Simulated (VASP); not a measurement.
# SnO (P4/nmm) in VASP: notebook

Runs on SnO. Level: PBEsol+D3(BJ). Tasks: single point.

All numbers are computed with VASP 6.6.1; they aren't measurements. Logs are shortened: lines on timing, memory, paths and dates and some standing lists are left out, and cuts for length are marked.

## 1. The cell of the first run

The structure is tetragonal, space group P4/nmm (No. 129). Conventional cell: a = 3.548 Å, b = 3.548 Å, c = 5.153 Å, α = 90.00°, β = 90.00°, γ = 90.00°. Sn (site symmetry 4mm) has 4 O at 2.20 Å within 2.9 Å. O (site symmetry -4m2) has 4 Sn at 2.20 Å and 4 O at 2.51 Å within 2.9 Å.

## 2. Single point, PBEsol+D3(BJ)

INCAR

```
ALGO = Normal ; EDIFF = 1E-6
ENCUT = 600 ; GGA = PS
GGA_COMPAT = False ; ISIF = 2
ISMEAR = 0 ; IVDW = 12
LASPH = True ; LCHARG = False
LREAL = False ; LWAVE = False
NBANDS = 28 ; NELM = 120
PREC = Accurate ; SIGMA = 0.15
```

KPOINTS

```
k-points
0
Gamma
  14 14 12
```

POSCAR

```
SnO
1.0
    3.5480738319      0.0000000000      0.0000000000
    0.0000000000      3.5480738319      0.0000000000
    0.0000000000      0.0000000000      5.1531550233
Sn O
2 2
Direct
    0.0000000000      0.5000000000      0.2532585894
    0.5000000000      0.0000000000      0.7467414106
    0.0000000000      0.0000000000      0.0000000000
    0.5000000000      0.5000000000      0.0000000000
```

Potentials or basis: VASP PAW PBE potentials, release 64 (Sn_d, O).

Launch:

```
$ cat potpaw_PBE.64/Sn_d/POTCAR potpaw_PBE.64/O/POTCAR > POTCAR
$ mpirun -np 1 vasp_std > vasp.out
```

OUTCAR:

```text
EDIFF = 1E-6
   ENCUT = 600
   GGA = PS
   ISIF = 2
   ISMEAR = 0
   IVDW = 12
   LASPH = True
   LREAL = False
   NELM = 120
   PREC = Accurate
 IVDW          = 12

 ion  position               nearest neighbor table
   1  0.000  0.500  0.253-   3 2.20   4 2.20   3 2.20   4 2.20   2 3.57   2 3.57   2 3.57   2 3.57
                             2 3.62   2 3.62   2 3.62   2 3.62
   2  0.500  0.000  0.747-   3 2.20   4 2.20   4 2.20   3 2.20   1 3.57   1 3.57   1 3.57   1 3.57
                             1 3.62   1 3.62   1 3.62   1 3.62
   3  0.000  0.000  0.000-   1 2.20   2 2.20   1 2.20   2 2.20
   4  0.500  0.500  0.000-   1 2.20   2 2.20   2 2.20   1 2.20

  LATTYP: Found a simple tetragonal cell.
 ALAT       =     3.5480738319
 C/A-ratio  =     1.4523810009

  Lattice vectors:

 A1 = (   3.5480738319,   0.0000000000,   0.0000000000)
 A2 = (   0.0000000000,   3.5480738319,   0.0000000000)
 A3 = (   0.0000000000,   0.0000000000,   5.1531550233)

Analysis of symmetry for initial positions (statically):
=====================================================================
 Subroutine PRICEL returns:
 Original cell was already a primitive cell.

 Routine SETGRP: Setting up the symmetry group for a
 simple tetragonal supercell.

 Subroutine GETGRP returns: Found 16 space group operations
 (whereof  8 operations were pure point group operations)
 out of a pool of 16 trial point group operations.

The static configuration has the point symmetry D_2d.
 The point group associated with its full space group is D_4h.

Analysis of symmetry for dynamics (positions and initial velocities):
=====================================================================
 Subroutine PRICEL returns:
 Original cell was already a primitive cell.

 Routine SETGRP: Setting up the symmetry group for a
 simple tetragonal supercell.

 Subroutine GETGRP returns: Found 16 space group operations
 (whereof  8 operations were pure point group operations)
 out of a pool of 16 trial point group operations.

The dynamic configuration has the point symmetry D_2d.
 The point group associated with its full space group is D_4h.

 Subroutine INISYM returns: Found 16 space group operations
 (whereof  8 operations are pure point group operations),
 and found     1 'primitive' translations

----------------------------------------------------------------------------------------

                                     Primitive cell

  volume of cell :      64.8722

  direct lattice vectors                    reciprocal lattice vectors
     3.548073832  0.000000000  0.000000000     0.281843064  0.000000000  0.000000000
     0.000000000  3.548073832  0.000000000     0.000000000  0.281843064  0.000000000
     0.000000000  0.000000000  5.153155023     0.000000000  0.000000000  0.194055874

  length of vectors
     3.548073832  3.548073832  5.153155023     0.281843064  0.281843064  0.194055874

  position of ions in fractional coordinates (direct lattice)
     0.000000000  0.500000000  0.253258589
     0.500000000  0.000000000  0.746741411
     0.000000000  0.000000000  0.000000000
     0.500000000  0.500000000  0.000000000

  ion indices of the primitive-cell ions
   primitive index   ion index
                 1           1
                 2           2
                 3           3
                 4           4

----------------------------------------------------------------------------------------

 KPOINTS: k-points

Automatic generation of k-mesh.
 Grid dimensions read from file:
 generate k-points for:   14   14   12

 Generating k-lattice:

  Cartesian coordinates                     Fractional coordinates (reciprocal lattice)
     0.020131647  0.000000000  0.000000000     0.071428571  0.000000000  0.000000000
     0.000000000  0.020131647  0.000000000     0.000000000  0.071428571  0.000000000
     0.000000000  0.000000000  0.016171323     0.000000000  0.000000000  0.083333333

  Length of vectors
     0.020131647  0.020131647  0.016171323

  Shift w.r.t. Gamma in fractional coordinates (k-lattice)
     0.000000000  0.000000000  0.000000000

 Subroutine IBZKPT returns following result:
 ===========================================

 Found    252 irreducible k-points:

 Following reciprocal coordinates:
            Coordinates               Weight
  0.000000  0.000000  0.000000      1.000000
  0.071429  0.000000  0.000000      4.000000
  0.142857  0.000000  0.000000      4.000000
  0.214286  0.000000  0.000000      4.000000
  0.285714  0.000000  0.000000      4.000000
  0.357143  0.000000  0.000000      4.000000
[... 16 lines left out ...]
  0.285714  0.214286  0.000000      8.000000
  0.357143  0.214286  0.000000      8.000000
 [... further k-points ...]
   k-points           NKPTS =    252   k-points in BZ     NKDIM =    252   number of bands    NBANDS=     28
   number of dos      NEDOS =    301   number of ions     NIONS =      4
   total plane-waves  NPLWV =  32928
[... 62 lines left out ...]

 E-fermi :   8.0134     XC(G=0): -10.9146

 val. band max:        7.9795718160   @ k =   0.1429   0.1429   0.0833
 cond. band min:       8.0844175106   @ k =   0.1429   0.1429   0.0000
 fundamental gap:      0.1048456946
 Fermi energy:         8.0134439818

 k-point     1 :       0.0000    0.0000    0.0000
  band No.  band energies     occupation
      1     -14.0441      2.00000
      2     -13.6988      2.00000
      3     -13.5983      2.00000
      4     -13.5983      2.00000
      5     -13.5748      2.00000
      6     -13.5361      2.00000
[... 20 lines left out ...]
     27      14.7108      0.00000
     28      14.9649      0.00000

 k-point     2 :       0.0714    0.0000    0.0000
  band No.  band energies     occupation
      1     -14.0411      2.00000
      2     -13.6953      2.00000
      3     -13.6008      2.00000
      4     -13.5965      2.00000
      5     -13.5758      2.00000
      6     -13.5363      2.00000
[... 20 lines left out ...]
     27      14.8372      0.00000
     28      15.6694      0.00000

 k-point     3 :       0.1429    0.0000    0.0000
  band No.  band energies     occupation
      1     -14.0331      2.00000
      2     -13.6881      2.00000
      3     -13.6071      2.00000
      4     -13.5913      2.00000
      5     -13.5816      2.00000
      6     -13.5786      2.00000
[... 20 lines left out ...]
     27      14.9694      0.00000
     28      17.0875      0.00000

 k-point     4 :       0.2143    0.0000    0.0000
  band No.  band energies     occupation
      1     -14.0222      2.00000
      2     -13.7093      2.00000
      3     -13.6431      2.00000
      4     -13.6144      2.00000
      5     -13.5837      2.00000
      6     -13.5824      2.00000
[... 20 lines left out ...]
     27      15.1670      0.00000
     28      18.6071      0.00000

 k-point     5 :       0.2857    0.0000    0.0000
  band No.  band energies     occupation
      1     -14.0100      2.00000
      2     -13.7861      2.00000
      3     -13.6408      2.00000
      4     -13.6202      2.00000
      5     -13.5861      2.00000
      6     -13.5765      2.00000
[... 20 lines left out ...]
     27      15.4197      0.00000
     28      19.4909      0.00000

 k-point     6 :       0.3571    0.0000    0.0000
  band No.  band energies     occupation
      1     -13.9965      2.00000
      2     -13.8576      2.00000
      3     -13.6316      2.00000
      4     -13.6229      2.00000
      5     -13.5887      2.00000
      6     -13.5769      2.00000
[... 463 lines left out ...]
      5     -13.5963      2.00000
      6     -13.5963      2.00000
[... 20 lines left out ...]
     27      16.6252      0.00000
     28      16.6252      0.00000

 k-point    22 :       0.2143    0.2143    0.0000
  band No.  band energies     occupation
      1     -14.0160      2.00000
      2     -13.8130      2.00000
      3     -13.6394      2.00000
      4     -13.6240      2.00000
      5     -13.5945      2.00000
      6     -13.5808      2.00000
[... 20 lines left out ...]
     27      16.9787      0.00000
     28      17.4456      0.00000

 k-point    23 :       0.2857    0.2143    0.0000
  band No.  band energies     occupation
      1     -14.0154      2.00000
      2     -13.8747      2.00000
      3     -13.6222      2.00000
      4     -13.6207      2.00000
      5     -13.6007      2.00000
      6     -13.5886      2.00000
[... 20 lines left out ...]
     27      16.1989      0.00000
     28      17.2220      0.00000

 k-point    24 :       0.3571    0.2143    0.0000
  band No.  band energies     occupation
      1     -14.0145      2.00000
      2     -13.9281      2.00000
      3     -13.6142      2.00000
      4     -13.6104      2.00000
      5     -13.6039      2.00000
      6     -13.5964      2.00000
[... 20 lines left out ...]
     27      15.9228      0.00000
     28      16.8522      0.00000

 [... further k-points ...]

------------------------ aborting loop because EDIFF is reached ----------------------------------------

 Edisp (eV)   -0.93432

 E8    (eV) :    -0.6185

  FORCE on cell =-STRESS in cart. coord.  units (eV):
  Direction    XX          YY          ZZ          XY          YZ          ZX
  --------------------------------------------------------------------------------------
  -------------------------------------------------------------------------------------
  Total       3.74091     3.74091    -4.71064     0.00000     0.00000     0.00000
  in kB      92.39101    92.39101  -116.34069     0.00000     0.00000     0.00000
  external pressure =       22.81 kB  Pullay stress =        0.00 kB

 VOLUME and BASIS-vectors are now :
 -----------------------------------------------------------------------------
  energy-cutoff  :      600.00
  volume of cell :       64.87
      direct lattice vectors                 reciprocal lattice vectors
     3.548073832  0.000000000  0.000000000     0.281843064  0.000000000  0.000000000
     0.000000000  3.548073832  0.000000000     0.000000000  0.281843064  0.000000000
     0.000000000  0.000000000  5.153155023     0.000000000  0.000000000  0.194055874

 POSITION                                       TOTAL-FORCE (eV/Angst)
 -----------------------------------------------------------------------------------
      0.00000      1.77404      1.30508         0.000000      0.000000     -1.277076
      1.77404      0.00000      3.84807        -0.000000     -0.000000      1.277076
      0.00000      0.00000      0.00000        -0.000000     -0.000000      0.000000
      1.77404      1.77404      0.00000         0.000000      0.000000      0.000000
 -----------------------------------------------------------------------------------
    total drift:                                0.000000      0.000000     -0.000000

  FREE ENERGIE OF THE ION-ELECTRON SYSTEM (eV)
  ---------------------------------------------------
  free  energy   TOTEN  =       -24.6577176603 eV

  energy  without entropy=      -24.6549346626  energy(sigma->0) =      -24.65632616
```

It took 8.2 min on 1 thread of Intel Xeon 8259CL, shared host; peak memory 0.53 GiB.

What came out:

```
Free energy                : -24.6577 eV
Pressure                   : 2.3 GPa
Largest force              : 1.277 eV/Å
Band gap on the k mesh     : zero (bands 20 and 21 overlap by 1.19 eV)
Dispersion energy per atom : -0.234 eV
```

Forces in eV/Å, atoms in the order of the input:
```
Sn   0.000  0.000 -1.277
Sn   0.000  0.000  1.277
O    0.000  0.000  0.000
O    0.000  0.000  0.000
```

Caveat: the PAW data sets were made with another functional, which shifts forces and pressure a little; spin-orbit coupling is left out, which moves the levels of the heavy elements.

## 3. Single point, PBEsol+D3(BJ)

This run uses another cell than the first one, of the same volume but with other edges.

INCAR

```
PREC     = Accurate       # precision mode
ENCUT    = 600            # plane-wave cutoff, eV
EDIFF    = 1E-6           # SCF threshold, eV
ISMEAR   = 0              # smearing method
SIGMA    = 0.15           # smearing width, eV
LREAL    = F              # projectors in reciprocal space
LASPH    = T              # aspherical terms in the spheres
NELM     = 120            # most SCF steps
ALGO     = Normal         # electronic algorithm
ISIF     = 2              # what is computed and relaxed
LWAVE    = F              # write WAVECAR
LCHARG   = T              # write CHGCAR
GGA      = PS             # functional
IVDW     = 12             # dispersion correction
LELF     = T              # ELF
LVHAR    = T            
NBANDS   = 28             # bands
GGA_COMPAT= F
```

KPOINTS

```
Automatic mesh
0
Gamma
  14 14 12
```

POSCAR

```
SnO
1.0
    3.8766547178      0.0000000000      0.0000000000
    0.0000000000      3.8766547178      0.0000000000
    0.0000000000      0.0000000000      4.3166244053
Sn O
2 2
Direct
    0.0000000000      0.5000000000      0.2532585894
    0.5000000000      0.0000000000      0.7467414106
    0.0000000000      0.0000000000      0.0000000000
    0.5000000000      0.5000000000      0.0000000000
```

Potentials or basis: VASP PAW PBE potentials, release 64 (Sn_d, O).

Launch:

```
$ cat potpaw_PBE.64/Sn_d/POTCAR potpaw_PBE.64/O/POTCAR > POTCAR
$ mpirun -np 1 vasp_std > vasp.out
```

Wall time 8.1 min (1 thread of Intel Xeon 8259CL, shared host); peak memory 0.54 GiB.

It converged, with:

```yaml
Free_energy: -25.0557 eV
Pressure: -0.9 GPa
Largest_force: 0.298 eV/Å
Dispersion_energy_per_atom: -0.233 eV
```

Forces in eV/Å, atoms in the order of the input:
```
Sn   0.000  0.000  0.298
Sn   0.000  0.000 -0.298
O    0.000  0.000  0.000
O    0.000  0.000  0.000
```

Stress tensor (GPa, compression positive):
```
-2.83  0.00  0.00
 0.00 -2.83  0.00
 0.00  0.00  3.04
```

Levels at points of the mesh, in eV from the Fermi level:
```
           k point  band 18  band 19  band 20  band 21  band 22  band 23
(0.00, 0.00, 0.00)    -3.29    -3.29    -0.32     2.38     4.46     4.46
(0.50, 0.00, 0.00)    -4.70    -2.49    -2.49     3.81     3.81     5.80
(0.50, 0.50, 0.00)    -2.59    -1.50    -1.50    -0.12    -0.12     5.17
(0.00, 0.00, 0.50)    -3.30    -2.34    -1.47     1.28     2.46     2.46
(0.50, 0.00, 0.50)    -4.84    -1.39    -1.39     3.16     3.16     5.02
(0.50, 0.50, 0.50)    -2.91    -2.59    -2.59     2.70     2.70     5.08
```

Caveat: the PAW data sets were made with another functional, which shifts forces and pressure a little; spin-orbit coupling is left out, which moves the levels of the heavy elements.

## 4. Single point, PBEsol+D3(BJ)

This run uses another cell than the first one, of the same volume but with other edges.

INCAR

```
  PREC = Accurate
  ENCUT = 600
  EDIFF = 1E-6
  ISMEAR = 0
  SIGMA = 0.15
  LREAL = False
  LASPH = True
  NELM = 120
  ALGO = Normal
  ISIF = 2
  LWAVE = False
  LCHARG = True
  GGA = PS
  IVDW = 12
  LELF = True
  LVHAR = True
  NBANDS = 28
  GGA_COMPAT = False
```

KPOINTS

```
regular mesh
0
Gamma
  14 14 12
```

POSCAR

```
SnO
1.0
    3.6524883170      0.0000000000      0.0000000000
    0.0000000000      3.6524883170      0.0000000000
    0.0000000000      0.0000000000      4.8627375845
Sn O
2 2
Direct
    0.0000000000      0.5000000000      0.2532585894
    0.5000000000      0.0000000000      0.7467414106
    0.0000000000      0.0000000000      0.0000000000
    0.5000000000      0.5000000000      0.0000000000
```

Launch:

```
$ cat potpaw_PBE.64/Sn_d/POTCAR potpaw_PBE.64/O/POTCAR > POTCAR
$ mpirun -np 1 vasp_std > vasp.out
```

Run time: 12 min. Hardware: 1 thread of Intel Xeon 8259CL, shared host; peak memory 0.54 GiB.

Results (log left out):

```yaml
Free_energy: -25.0110 eV
Pressure: 1.2 GPa
Largest_force: 0.444 eV/Å
Band_gap_on_the_k_mesh: zero (bands 20 and 21 overlap by 1.03 eV)
Dispersion_energy_per_atom: -0.234 eV
```

Forces in eV/Å, atoms in the order of the input:
```
Sn   0.000  0.000 -0.444
Sn   0.000  0.000  0.444
O    0.000  0.000  0.000
O    0.000  0.000  0.000
```

Stress tensor (GPa, compression positive):
```
 4.43  0.00  0.00
 0.00  4.43  0.00
 0.00  0.00 -5.11
```

Levels at points of the mesh, in eV from the Fermi level:
```csv
k point,band 17,band 18,band 19,band 20,band 21,band 22,band 23,band 24
"(0.00, 0.00, 0.00)",-3.78,-3.00,-3.00,0.36,2.65,4.39,4.39,4.57
"(0.50, 0.00, 0.00)",-4.91,-4.91,-3.38,-3.38,3.09,3.09,5.95,5.95
"(0.50, 0.50, 0.00)",-2.34,-2.34,-2.28,-2.28,-0.67,-0.67,3.88,3.88
"(0.00, 0.00, 0.50)",-3.10,-3.03,-3.03,-3.03,2.30,2.62,2.62,4.07
"(0.50, 0.00, 0.50)",-4.87,-4.87,-2.19,-2.19,2.37,2.37,5.43,5.43
"(0.50, 0.50, 0.50)",-3.12,-3.12,-2.34,-2.34,1.70,1.70,3.88,3.88
```

Caveat: the PAW data sets were made with another functional, which shifts forces and pressure a little; spin-orbit coupling is left out, which moves the levels of the heavy elements.

## 5. The runs side by side

```tsv
cell	gap on the mesh (eV)	pressure (GPa)	largest force (eV/Å)
a = 3.548, b = 3.548, c = 5.153 Å, 4 atoms	none	2.3	1.28
a = 3.877, b = 3.877, c = 4.317 Å, 4 atoms	-	-0.9	0.30
a = 3.652, b = 3.652, c = 4.863 Å, 4 atoms	none	1.2	0.44
```

Alike in all rows: task single point; level PBEsol+D3(BJ); potentials or basis VASP PAW PBE potentials, release 64 (Sn_d, O); no spin polarisation; k mesh 14 × 14 × 12; cutoff (eV) 600; smearing gaussian 0.15 eV.

Caveats: the PAW data sets were made with another functional, which shifts forces and pressure a little; spin-orbit coupling is left out, which moves the levels of the heavy elements.

Total energies depend on the potentials used, so only differences within one code and one set of settings carry meaning.
